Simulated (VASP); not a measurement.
# Y (Fm-3m) in VASP: further runs

Y is run at these levels: RPBE; tasks: single point.

Everything below comes from runs of VASP 6.6.1. Logs are shortened: lines on timing, memory, paths and dates and some standing lists are left out, and cuts for length are marked.

## 1. The cell of the first run

It takes space group Fm-3m (No. 225, cubic). The conventional cell has a = 5.104 Å, b = 5.104 Å, c = 5.104 Å, α = 90.00°, β = 90.00°, γ = 90.00°. Within 4.7 Å of Y (site symmetry m-3m) lie 12 Y at 3.61 Å.

## 2. Single point, RPBE

The input, INCAR:

```
ALGO = Fast
EDIFF = 1E-6
ENCUT = 520
GGA = RP
ISIF = 2
ISMEAR = 0
LASPH = T
LCHARG = F
LREAL = F
LWAVE = F
NBANDS = 12
NELM = 100
PREC = Accurate
SIGMA = 0.05
```

The input, KPOINTS:

```
k-points
0
Gamma
  9 9 9
```

The input, POSCAR:

```
Y
1.0
    0.0000000000      2.5519910612      2.5519910612
    2.5519910612      0.0000000000      2.5519910612
    2.5519910612      2.5519910612      0.0000000000
Y
1
Direct
    0.0000000000      0.0000000000      0.0000000000
```

Potentials or basis: VASP PAW PBE potentials, release 64 (Y_sv).

Launch:

```console
$ cat potpaw_PBE.64/Y_sv/POTCAR > POTCAR
$ mpirun -np 1 vasp_std > vasp.out
```

OUTCAR:

```text
EDIFF = 1E-6
   ENCUT = 520
   GGA = RP
   ISIF = 2
   ISMEAR = 0
   LASPH = T
   LREAL = F
   NELM = 100
   PREC = Accurate

 ion  position               nearest neighbor table
   1  0.000  0.000  0.000-

  LATTYP: Found a face centered cubic cell.
 ALAT       =     5.1039821224

  Lattice vectors:

 A1 = (   0.0000000000,   2.5519910612,   2.5519910612)
 A2 = (   2.5519910612,   0.0000000000,   2.5519910612)
 A3 = (   2.5519910612,   2.5519910612,   0.0000000000)

Analysis of symmetry for initial positions (statically):
=====================================================================
 Subroutine PRICEL returns:
 Original cell was already a primitive cell.

 Routine SETGRP: Setting up the symmetry group for a
 face centered cubic supercell.

 Subroutine GETGRP returns: Found 48 space group operations
 (whereof 48 operations were pure point group operations)
 out of a pool of 48 trial point group operations.

The static configuration has the point symmetry O_h .

Analysis of symmetry for dynamics (positions and initial velocities):
=====================================================================
 Subroutine PRICEL returns:
 Original cell was already a primitive cell.

 Routine SETGRP: Setting up the symmetry group for a
 face centered cubic supercell.

 Subroutine GETGRP returns: Found 48 space group operations
 (whereof 48 operations were pure point group operations)
 out of a pool of 48 trial point group operations.

The dynamic configuration has the point symmetry O_h .

 Subroutine INISYM returns: Found 48 space group operations
 (whereof 48 operations are pure point group operations),
 and found     1 'primitive' translations

----------------------------------------------------------------------------------------

                                     Primitive cell

  volume of cell :      33.2405

  direct lattice vectors                    reciprocal lattice vectors
     0.000000000  2.551991061  2.551991061    -0.195925451  0.195925451  0.195925451
     2.551991061  0.000000000  2.551991061     0.195925451 -0.195925451  0.195925451
     2.551991061  2.551991061  0.000000000     0.195925451  0.195925451 -0.195925451

  length of vectors
     3.609060370  3.609060370  3.609060370     0.339352836  0.339352836  0.339352836

  position of ions in fractional coordinates (direct lattice)
     0.000000000  0.000000000  0.000000000

  ion indices of the primitive-cell ions
   primitive index   ion index
                 1           1

----------------------------------------------------------------------------------------

 KPOINTS: k-points

Automatic generation of k-mesh.
 Grid dimensions read from file:
 generate k-points for:    9    9    9

 Generating k-lattice:

  Cartesian coordinates                     Fractional coordinates (reciprocal lattice)
    -0.021769495  0.021769495  0.021769495     0.111111111  0.000000000  0.000000000
     0.021769495 -0.021769495  0.021769495     0.000000000  0.111111111  0.000000000
     0.021769495  0.021769495 -0.021769495     0.000000000  0.000000000  0.111111111

  Length of vectors
     0.037705871  0.037705871  0.037705871

  Shift w.r.t. Gamma in fractional coordinates (k-lattice)
     0.000000000  0.000000000  0.000000000

 Subroutine IBZKPT returns following result:
 ===========================================

 Found     35 irreducible k-points:

 Following reciprocal coordinates:
            Coordinates               Weight
  0.000000  0.000000  0.000000      1.000000
  0.111111  0.000000  0.000000      8.000000
  0.222222  0.000000  0.000000      8.000000
  0.333333  0.000000  0.000000      8.000000
  0.444444  0.000000  0.000000      8.000000
  0.111111  0.111111  0.000000      6.000000
[... 16 lines left out ...]
 -0.333333  0.333333  0.000000     12.000000
  0.444444  0.444444  0.000000      6.000000
 [... further k-points ...]
   k-points           NKPTS =     35   k-points in BZ     NKDIM =     35   number of bands    NBANDS=     12
   number of dos      NEDOS =    301   number of ions     NIONS =      1
   total plane-waves  NPLWV =  21952
   dimension x,y,z NGX =    28 NGY =   28 NGZ =   28
   dimension x,y,z NGXF=    56 NGYF=   56 NGZF=   56
   ions per type =               1
   NGX,Y,Z   is equivalent  to a cutoff of  12.90, 12.90, 12.90 a.u.
   NGXF,Y,Z  is equivalent  to a cutoff of  25.80, 25.80, 25.80 a.u.
 SYSTEM =  unknown system
   PREC   = accura    normal or accurate (medium, high low for compatibility)
   ISTART =      0    job   : 0-new  1-cont  2-samecut
   ICHARG =      2    charge: 1-file 2-atom 10-const
   ISPIN  =      1    spin polarized calculation?
   LNONCOLLINEAR =      F non collinear calculations
   LSORBIT =      F    spin-orbit coupling
   LASPH  =      T    aspherical Exc in radial PAW
   ENCUT  =  520.0 eV  38.22 Ry    6.18 a.u.   6.71  6.71  6.71*2*pi/ulx,y,z
   NELM   =    100;   NELMIN=  2; NELMDL= -5     # of ELM steps
   EDIFF  = 0.1E-05   stopping-criterion for ELM
   LREAL  =      F    real-space projection
   EDIFFG = 0.1E-04   stopping-criterion for IOM
   NSW    =      0    number of steps for IOM
   IBRION =     -1    ionic relax: 0-MD 1-quasi-New 2-CG
   NFREE  =      0    steps in history (QN), initial steepest desc. (CG)
   ISIF   =      2    stress and relaxation
   ISYM   =      2    0-nonsym 1-usesym 2-fastsym
   POTIM  = 0.5000    time-step for ionic-motion
   TEBEG  =    0.0;   TEEND  =   0.0 temperature during run
   PSTRESS=    0.0 pullay stress
   NELECT =      11.0000    total number of electrons
   NUPDOWN=      -1.0000    fix difference up-down
   EMIN   =  10.00;   EMAX   =-10.00  energy-range for DOS
   EFERMI =   0.00;   METHOD = LEGACY
   ISMEAR =     0;   SIGMA  =   0.05  broadening in eV -4-tet -1-fermi 0-gaus
   EFERMI_NEDOS =   21; number of points for ismear=-14 and -15
   IALGO  =     68    algorithm
   IMIX   =      4    mixing-type and parameters
     AMIX     =   0.40;   BMIX     =  1.00
     AMIX_MAG =   1.60;   BMIX_MAG =  1.00
  volume/ion in A,a.u.               =      33.24       224.32
  Fermi-wavevector in a.u.,A,eV,Ry     =   1.132357  2.139844 17.445821  1.282232
  Thomas-Fermi vector in A             =   2.269058
   LORBIT       =      0    0 simple, 1 ext, 2 COOP (PROOUT), +10 PAW based schemes
   GGA     = RP    functional components
   LHFCALC =     F    Hartree Fock is set to
   AEXX    =    0.0000 exact exchange contribution
   IVDW    =     0    specifies the selected vdW correction
   LEPSILON=     F    determine dielectric tensor
   LRPA    =     F    only Hartree local field effects (RPA)
 non-spin polarized calculation
 RMM-DIIS sequential band-by-band and
 Gauss-broadening in eV      SIGMA  =   0.05
  energy-cutoff  :      520.00
  volume of cell :       33.24
 maximum number of plane-waves:       914
   NGX = 13   NGY = 13   NGZ = 13

 number of electron      11.0000001 magnetization

 Free energy of the ion-electron system (eV)
  ---------------------------------------------------
  ext. energy  EPLUGINS =         0.00000000
  ---------------------------------------------------
  free energy    TOTEN  =        -6.07996678 eV

  energy without entropy =       -6.07760430  energy(sigma->0) =       -6.07878554

 E-fermi :   3.1259     XC(G=0):  -9.2888

 val. band max:        3.0674954294   @ k =  -0.4444   0.2222   0.1111
 cond. band min:       3.1318776265   @ k =   0.3333   0.2222   0.0000
 fundamental gap:      0.0643821971
 Fermi energy:         3.1259272892

 k-point     1 :       0.0000    0.0000    0.0000
  band No.  band energies     occupation
      1     -39.6938      2.00000
      2     -19.4070      2.00000
      3     -19.4070      2.00000
      4     -19.4070      2.00000
      5      -1.6203      2.00000
      6       4.8723      0.00000
      7       4.8723      0.00000
      8       4.8723      0.00000
      9       6.8273      0.00000
     10       6.8273      0.00000
     11      11.9702      0.00000
     12      15.2044      0.00000

 k-point     2 :       0.1111    0.0000    0.0000
  band No.  band energies     occupation
      1     -39.6869      2.00000
      2     -19.4709      2.00000
      3     -19.4152      2.00000
      4     -19.4152      2.00000
      5      -1.3245      2.00000
      6       4.5535      0.00000
      7       5.0025      0.00000
      8       5.0025      0.00000
      9       6.6919      0.00000
     10       6.6919      0.00000
     11      12.6127      0.00000
     12      14.0592      0.00000

 k-point     3 :       0.2222    0.0000    0.0000
  band No.  band energies     occupation
      1     -39.6696      2.00000
      2     -19.6289      2.00000
      3     -19.4357      2.00000
      4     -19.4357      2.00000
      5      -0.5274      2.00000
      6       3.9443      0.00000
      7       5.1399      0.00000
      8       5.1399      0.00000
      9       6.6967      0.00000
     10       6.6967      0.00000
     11      12.3831      0.00000
     12      14.1347      0.00000
[... 286 lines left out ...]
 k-point    23 :      -0.3333    0.3333    0.0000
  band No.  band energies     occupation
      1     -39.6205      2.00000
      2     -19.7581      2.00000
      3     -19.7542      2.00000
      4     -19.5291      2.00000
      5       2.5288      2.00000
      6       2.6339      2.00000
      7       3.7258      0.00000
      8       6.1416      0.00000
      9       7.5299      0.00000
     10       8.5959      0.00000
     11      11.4802      0.00000
     12      11.9945      0.00000

 k-point    24 :       0.4444    0.4444    0.0000
  band No.  band energies     occupation
      1     -39.6182      2.00000
      2     -19.8817      2.00000
      3     -19.5877      2.00000
      4     -19.5877      2.00000
      5       1.3908      2.00000
      6       2.3229      2.00000
      7       4.8852      0.00000
      8       8.1846      0.00000
      9       8.2426      0.00000
     10       8.2426      0.00000
     11      11.2128      0.00000
     12      11.2129      0.00000

 [... further k-points ...]
[... 5 lines left out ...]
  --------------------------------------------------------------------------------------
  -------------------------------------------------------------------------------------
  Total        0.1407393      0.1407393      0.1407393      0.0000000      0.0000000      0.0000000
  in kB        6.7835713      6.7835713      6.7835713      0.0000000      0.0000000      0.0000000
  external PRESSURE =       6.7835713 kB  Pullay stress =       0.0000000 kB

 VOLUME and BASIS-vectors are now :
 -----------------------------------------------------------------------------
  energy-cutoff  :      520.00
  volume of cell :       33.24
      direct lattice vectors                 reciprocal lattice vectors
     0.000000000  2.551991061  2.551991061    -0.195925451  0.195925451  0.195925451
     2.551991061  0.000000000  2.551991061     0.195925451 -0.195925451  0.195925451
     2.551991061  2.551991061  0.000000000     0.195925451  0.195925451 -0.195925451

 POSITION                                       TOTAL-FORCE (eV/Angst)
 -----------------------------------------------------------------------------------
      0.00000      0.00000      0.00000        -0.000000     -0.000000     -0.000000
 -----------------------------------------------------------------------------------
    total drift:                               -0.000000      0.000000      0.000000

  FREE ENERGIE OF THE ION-ELECTRON SYSTEM (eV)
  ---------------------------------------------------
  free  energy   TOTEN  =        -6.0799667846 eV

  energy  without entropy=       -6.0776042993  energy(sigma->0) =       -6.07878554
```

Run time: 16 s. Hardware: 1 thread of AMD EPYC 7R13 (Zen 3), shared host; peak memory 0.14 GiB.

Results:

```yaml
Free_energy: -6.0800 eV
Pressure: 0.7 GPa
```

Levels at points of the mesh, in eV from the Fermi level:
| k point | band 3 | band 4 | band 5 | band 6 | band 7 | band 8 |
| --- | --- | --- | --- | --- | --- | --- |
| (0.00, 0.00, 0.00) | -22.53 | -22.53 | -4.75 | 1.75 | 1.75 | 1.75 |

Caveat: the PAW data sets were made with another functional, which shifts forces and pressure a little.

## 3. Single point, RPBE

The input, INCAR:

```
PREC = Accurate
ENCUT = 520
EDIFF = 1E-7
ISMEAR = 0
SIGMA = 0.1
LREAL = F
LASPH = T
NELM = 60
ALGO = Normal
ISIF = 2
LWAVE = F
LCHARG = F
GGA = RP
NBANDS = 12
```

The input, KPOINTS:

```
Automatic mesh
0
Gamma
  9 9 9
```

POSCAR is that of step 2.

Potentials or basis: VASP PAW PBE potentials, release 64 (Y_sv).

Launch:

```console
$ cat potpaw_PBE.64/Y_sv/POTCAR > POTCAR
$ mpirun -np 1 vasp_std > vasp.out
```

It took 13 s on 1 thread of AMD EPYC 7R13 (Zen 3), shared host; peak memory 0.14 GiB.

The run converged. Its results:

```
Free energy : -6.0833 eV
Pressure    : 0.6 GPa
```

Levels at points of the mesh, in eV from the Fermi level:
| k point | band 2 | band 3 | band 4 | band 5 | band 6 | band 7 | band 8 | band 9 |
| --- | --- | --- | --- | --- | --- | --- | --- | --- |
| (0.00, 0.00, 0.00) | -22.53 | -22.53 | -22.53 | -4.75 | 1.75 | 1.75 | 1.75 | 3.70 |

Caveat: the PAW data sets were made with another functional, which shifts forces and pressure a little.
